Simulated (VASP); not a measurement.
## Al: single point with revPBE

The system is Al.

```
Al
1.0
     0.00000    2.02955    2.02955
     2.02955    0.00000    2.02955
     2.02955    2.02955    0.00000
Al
1
Direct
  0.00000 0.00000 0.00000
```

```
Program             : VASP 6.6.1
Task                : single point
Functional          : revPBE
Potentials or basis : VASP PAW PBE potentials, release 64 (Al)
Cutoff              : 520 eV
k mesh              : 22 × 22 × 22
Occupations         : fermi-dirac, width 0.1 eV
Spin                : no spin polarisation
```

```
Pressure : -0.1 GPa
```

Levels at points of the mesh, in eV from the Fermi level:
```tsv
k point	band 1	band 2	band 3	band 4	band 5	band 6
(0.00, 0.00, 0.00)	-11.03	12.54	12.54	12.54	14.04	14.04
(0.50, 0.00, 0.00)	-4.54	-4.33	11.35	11.35	11.39	11.39
(0.50, 0.50, 0.00)	-2.89	-1.57	5.23	5.57	5.57	9.02
```

Run time: 22 s on 1 thread of Intel(R) Xeon(R) Platinum 8375C CPU @ 2.90GHz (Ice Lake), with other jobs on the host, peak memory 0.16 GiB.

Caveat: the PAW data sets were made with another functional, which shifts forces and pressure a little.
